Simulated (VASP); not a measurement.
# AsPt2: single point with PBE

Crystal: AsPt2.

```xyz
3
Lattice="-1.5953 1.5953 4.7755 1.5953 -1.5953 4.7755 1.5953 1.5953 -4.7755" Properties=species:S:1:pos:R:3 pbc="T T T"
As    0.0000    0.0000    0.0000
Pt    0.0000    0.0000    6.2431
Pt    0.0000    0.0000    3.3079
```

| Quantity | Value |
| --- | --- |
| Program | VASP 6.6.1 |
| Task | single point |
| Functional | PBE |
| Potentials or basis | VASP PAW PBE potentials, release 64 (As, Pt) |
| Cutoff | 520 eV |
| k mesh | 18 × 18 × 18 |
| Occupations | gaussian, width 0.1 eV |
| Spin | no spin polarisation |

```
Pressure      : -0.1 GPa
Largest force : 0.009 eV/Å
```

Forces in eV/Å, atoms in the order of the input:
```
As   0.000  0.000  0.000
Pt   0.000  0.000  0.009
Pt   0.000  0.000 -0.009
```

Stress tensor (GPa, compression positive):
```
-0.05  0.00  0.00
 0.00 -0.05  0.00
 0.00  0.00 -0.14
```

Levels at points of the mesh, in eV from the Fermi level:
| k point | band 9 | band 10 | band 11 | band 12 | band 13 | band 14 | band 15 | band 16 |
| --- | --- | --- | --- | --- | --- | --- | --- | --- |
| (0.00, 0.00, 0.00) | -2.72 | -2.67 | -2.37 | -1.16 | -0.02 | 3.41 | 3.41 | 6.16 |
| (0.50, 0.00, 0.00) | -2.81 | -1.78 | -1.40 | -0.86 | -0.70 | 1.69 | 3.93 | 5.65 |
| (0.50, 0.50, 0.00) | -1.62 | -0.83 | -0.82 | -0.76 | 1.35 | 2.00 | 2.17 | 3.47 |
| (0.50, 0.50, 0.50) | -1.31 | -1.12 | -1.12 | -0.89 | 1.41 | 1.41 | 2.46 | 3.96 |

Wall time 21 min on 1 thread of Oxide Virtual Turin-like Processor, on a shared host, peak memory 0.56 GiB.

Caveat: spin-orbit coupling is left out, which moves the levels of the heavy elements.
